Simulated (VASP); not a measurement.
BP:

```
CELL_PARAMETERS angstrom
0.00000 2.26832 2.26832
2.26832 0.00000 2.26832
2.26832 2.26832 0.00000
ATOMIC_POSITIONS crystal
B 0.00000 0.00000 0.00000
P 0.25000 0.25000 0.25000
```

Base run:

| Item | Value |
| --- | --- |
| Program | VASP 6.6.1 |
| Functional | PBE |
| Potentials or basis | VASP PAW PBE potentials, release 64 (B, P) |
| Cutoff | 520 eV |
| k mesh | 8 × 8 × 8 |
| Occupations | gaussian, width 0.01 eV |
| Spin | no spin polarisation |

Its results: band gap on the k mesh 1.27 eV, indirect (least direct gap 3.40 eV).

Task: The run is repeated on the same cell with these changes: k mesh from 8 × 8 × 8 to 6 × 6 × 6; further incar settings from ALGO = Normal; EDIFF = 1e-08 to ALGO = Normal; EDIFF = 1e-07; NBANDS = 11. What comes out?

Result: Band gap on the k mesh 1.33 eV, indirect (least direct gap 3.40 eV).

A k mesh can miss the band edges.
